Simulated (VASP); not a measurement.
Write the native input for VASP 6.6.1 that does the following.

| Quantity | Value |
| --- | --- |
| Task | single point |
| Functional | PBE |
| Potentials or basis | VASP PAW PBE potentials, release 64 (Mg, Cd, Se, S) |
| Cutoff | 520 eV |
| k mesh | 4 × 4 × 2 |
| Occupations | gaussian, width 0.1 eV |
| Spin | no spin polarisation |
| Dipole correction | no |
| Further INCAR settings | ALGO = Normal; EDIFF = 1e-06; NBANDS = 31 |

The structure of MgCd2SeS2 lies in POSCAR:

```
MgCd2SeS2
1.0
    3.7619582846      0.0000000000      0.0000000000
    0.0000000000      3.7619582846      0.0000000000
    0.0000000000      0.0000000000     10.6934453205
Mg Cd Se S
1 2 1 2
Direct
    0.0000000000      0.0000000000      0.0000000000
    0.5000000000      0.0000000000      0.6106883160
    0.0000000000      0.5000000000      0.3893116840
    0.5000000000      0.5000000000      0.0000000000
    0.5000000000      0.0000000000      0.3596026534
    0.0000000000      0.5000000000      0.6403973466
```

The cell was built from a structure type or drawn by symmetry, and may not be a known phase.

These files were run (other wordings do the same):

INCAR

```
  PREC = Accurate
  ENCUT = 520
  EDIFF = 1E-6
  ISMEAR = 0
  SIGMA = 0.1
  LREAL = F
  LASPH = T
  NELM = 80
  ALGO = Normal
  ISIF = 2
  LWAVE = F
  LCHARG = F
  GGA = PE
  NBANDS = 31
```

KPOINTS

```
regular mesh
0
Gamma
  4 4 2
```

Potentials or basis: VASP PAW PBE potentials, release 64 (Mg, Cd, Se, S).

Launch:

```console
$ cat potpaw_PBE.64/Mg/POTCAR potpaw_PBE.64/Cd/POTCAR potpaw_PBE.64/Se/POTCAR potpaw_PBE.64/S/POTCAR > POTCAR
$ mpirun -np 1 vasp_std > vasp.out
```

It gave:

The pressure is 0.3 GPa, the largest force is 0.043 eV/Å and the band gap on the k mesh is 0.64 eV (least direct gap 0.72 eV).

Wall time 110 s on 1 thread of Intel Xeon 8259CL (shared host), peak memory 0.27 GiB.
